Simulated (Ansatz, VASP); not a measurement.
PbS: VASP beside Ansatz

```
Pb S
1.0
     0.00000    3.32224    3.32224
     3.32224    0.00000    3.32224
     3.32224    3.32224    0.00000
Pb S
1 1
Direct
  0.00000 0.00000 0.00000
  0.25000 0.25000 0.25000
```

Alike in both runs: functional PBE; k mesh 11 × 11 × 11; occupations fermi-dirac, width 0.03 eV; no spin polarisation.

Ansatz relaxed the structure, and its values are those at the end. VASP's run is a single point on that final structure, the one shown.

```csv
,VASP,Ansatz
version,VASP 6.6.1,Ansatz 0.2.0
potentials or method,"VASP PAW PBE potentials, release 64 (Pb_d, S)","PAW with Ansatz's default frozen-core files, scalar-relativistic"
plane-wave cutoff (eV),520,420
valence electrons in the cell,20,20
```

|  | VASP | Ansatz | Ansatz less VASP |
| --- | --- | --- | --- |
| pressure (GPa) | 0.0 | 0.0 | +0.05 |

Spin-orbit coupling is off throughout.
